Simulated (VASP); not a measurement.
**Zn3F: single point with PBE**

The system is Zn3F.

```
CELL_PARAMETERS angstrom
4.86753 0.00000 0.00000
0.00000 4.86753 0.00000
0.00000 0.00000 2.68152
ATOMIC_POSITIONS crystal
Zn 0.00000 0.00000 0.50000
Zn 0.00000 0.50000 0.50000
Zn 0.50000 0.00000 0.50000
F 0.50000 0.50000 0.00000
```

The cell was generated, and may not be a known phase.

```json
{
 "Program": "VASP 6.6.1",
 "Task": "single point",
 "Functional": "PBE",
 "Potentials or basis": "VASP PAW PBE potentials, release 64 (Zn, F)",
 "Cutoff": "520 eV",
 "k mesh": "4 × 4 × 6",
 "Occupations": "gaussian, width 0.1 eV",
 "Spin": "no spin polarisation",
 "Dipole correction": "no",
 "Further INCAR settings": "ALGO = Normal; EDIFF = 1e-06; NBANDS = 30"
}
```

```json
{"Pressure": "0.2 GPa", "Band gap on the k mesh": "zero (an odd number of electrons rules out a gap without spin polarisation)"}
```

Stress tensor (GPa, compression positive):
```
0.20 0.00 0.00
0.00 0.20 0.00
0.00 0.00 0.34
```

Levels at points of the mesh, in eV from the Fermi level:
```tsv
k point	band 18	band 19	band 20	band 21	band 22	band 23	band 24	band 25
(0.00, 0.00, 0.00)	-3.76	-3.76	-1.63	-1.39	-0.31	-0.31	2.09	7.23
(0.50, 0.00, 0.00)	-4.71	-3.39	-2.61	-1.37	-0.57	0.87	4.60	5.30
(0.50, 0.50, 0.00)	-5.40	-5.40	-1.37	-1.37	-1.35	1.74	6.83	8.02
(0.00, 0.00, 0.50)	-2.43	-2.43	-1.83	-1.31	2.49	2.49	2.49	3.74
(0.50, 0.00, 0.50)	-3.14	-2.44	-1.80	-0.19	0.62	1.29	3.18	4.69
(0.50, 0.50, 0.50)	-2.95	-2.95	-1.15	0.17	0.17	0.63	2.19	2.19
```

It took 38 s on 1 thread of Oxide Virtual Turin-like Processor, with other jobs on the host, peak memory 0.15 GiB.

Caveat: the k points lie up to 0.39 Å⁻¹ apart, too coarse for converged energies and pressures of a metal; an odd number of electrons without spin polarisation forces a metal; a magnetic or distorted state may lie lower.
